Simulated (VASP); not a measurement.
Input of a VASP 6.6.1 run:

Contents of INCAR:

```
ALGO = Normal
EDIFF = 1E-6
ENCUT = 520
GGA = PS
ISIF = 2
ISMEAR = -1
LASPH = True
LCHARG = False
LREAL = False
LWAVE = False
NBANDS = 25
NELM = 80
PREC = Accurate
SIGMA = 0.02
```

Contents of KPOINTS:

```
k-points
0
Gamma
  8 8 8
```

The input POSCAR:

```
TeAs2
1.0
   -3.5564540000      3.5564540000      2.9405160000
    3.5564540000     -3.5564540000      2.9405160000
    3.5564540000      3.5564540000     -2.9405160000
Te As
2 4
Direct
    0.7500000000      0.2500000000      0.5000000000
    0.0000000000      0.0000000000      0.0000000000
    0.3750000000      0.6250000000      0.2500000000
    0.3750000000      0.1250000000      0.7500000000
    0.3750000000      0.6250000000      0.7500000000
    0.8750000000      0.6250000000      0.2500000000
```

Potentials or basis: VASP PAW PBE potentials, release 64 (Te, As).

Launch:

```sh
$ cat potpaw_PBE.64/Te/POTCAR potpaw_PBE.64/As/POTCAR > POTCAR
$ mpirun -np 1 vasp_std > vasp.out
```

Predict the pressure.

-3.7 GPa.

Estimate the band gap on the k mesh.

zero (bands 16 and 17 overlap by 0.55 eV).

Stress tensor (GPa, compression positive):
```
-3.28  0.00  0.00
 0.00 -3.28  0.00
 0.00  0.00 -4.46
```

Caveat: the cell stands under tension; the PAW data sets were made with another functional, which shifts forces and pressure a little; spin-orbit coupling is left out, which moves the levels of the heavy elements.
